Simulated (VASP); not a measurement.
SnBr4Cl:

```
CELL_PARAMETERS angstrom
0.00000 4.50852 4.50852
4.50852 0.00000 4.50852
4.50852 4.50852 0.00000
ATOMIC_POSITIONS crystal
Sn 0.25000 0.25000 0.25000
Br 0.12401 0.62533 0.62533
Br 0.62533 0.12401 0.62533
Br 0.62533 0.62533 0.12401
Br 0.62533 0.62533 0.62533
Cl 0.00000 0.00000 0.00000
```

The cell was built from a structure type or drawn by symmetry, and may not be a known phase.

```yaml
Program: VASP 6.6.1
Task: relaxation of cell and atoms
Functional: PBE
Potentials_or_basis: VASP PAW PBE potentials, release 64 (Sn_d, Br, Cl)
Cutoff: 600 eV
k_mesh: 8 × 8 × 8
Occupations: gaussian, width 0.1 eV
Spin: no spin polarisation
```

At the start: pressure -2.4 GPa; volume 30.55 Å³/atom.

Problem. Where does the relaxation end?

Solution. Over 4 steps the energy falls by 23.7 meV/atom and the volume is 27.65 Å³/atom (-9.5 %); space group F-43m (No. 216, to 0.1 Å) before and after.

The path:
| step | energy change (eV) | largest force (eV/Å) | pressure (GPa) | volume (Å³) |
| --- | --- | --- | --- | --- |
| 1 | 0.0000 | 0.0434 | -2.37 | 183.29 |
| 2 | -0.1249 | 0.0185 | -0.94 | 171.58 |
| 3 | -0.1421 | 0.0033 | -0.06 | 166.28 |
| 4 | -0.1421 | 0.0022 | 0.00 | 165.91 |

Final structure:
```cif
data_structure
_symmetry_space_group_name_H-M 'P 1'
_symmetry_Int_Tables_number 1
_cell_length_a 6.1678
_cell_length_b 6.1678
_cell_length_c 6.1678
_cell_angle_alpha 60.000
_cell_angle_beta 60.000
_cell_angle_gamma 60.000
_cell_volume 165.91
loop_
_atom_site_label
_atom_site_type_symbol
_atom_site_fract_x
_atom_site_fract_y
_atom_site_fract_z
_atom_site_occupancy
Sn1 Sn 0.25000 0.25000 0.25000 1
Br1 Br 0.12462 0.62513 0.62513 1
Br2 Br 0.62513 0.12462 0.62513 1
Br3 Br 0.62513 0.62513 0.12462 1
Br4 Br 0.62513 0.62513 0.62513 1
Cl1 Cl 0.00000 0.00000 0.00000 1
```

Caveat: an odd number of electrons without spin polarisation forces a metal; a magnetic or distorted state may lie lower.
